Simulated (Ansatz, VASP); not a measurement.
Two plane-wave programs on Be2S3

```xyz
5
Lattice="3.4400 0.0000 0.0000 0.0000 3.4400 0.0000 0.0000 0.0000 6.9000" Properties=species:S:1:pos:R:3 pbc="T T T"
Be    1.7200    0.0000    5.6925
Be    0.0000    1.7200    1.2075
S     1.7200    1.7200    4.4850
S     1.7200    1.7200    2.4150
S     0.0000    0.0000    0.0000
```

Alike in both runs: task relaxation of cell and atoms; functional PBE; k mesh 5 × 5 × 3; occupations gaussian, width 0.2 eV; no spin polarisation.

|  | VASP | Ansatz |
| --- | --- | --- |
| version | VASP 6.6.1 | Ansatz 0.2.0 |
| potentials or method | VASP PAW PBE potentials, release 64 (Be, S), cutoff 600 eV | scalar-relativistic, plane waves, PAW |
| valence electrons in the cell | 22 | 22 |

|  | VASP | Ansatz | Ansatz less VASP |
| --- | --- | --- | --- |
| gap on the k mesh at the Fermi level, each at its own relaxed structure (eV) | 1.14 | 1.10 | -0.042 |
| relaxed volume (Å³/atom) | 16.68 | 16.75 | +0.074 |
| relaxed length of the cell vector where the two differ most in proportion (Å) | 3.542 | 3.551 | +0.0092 |
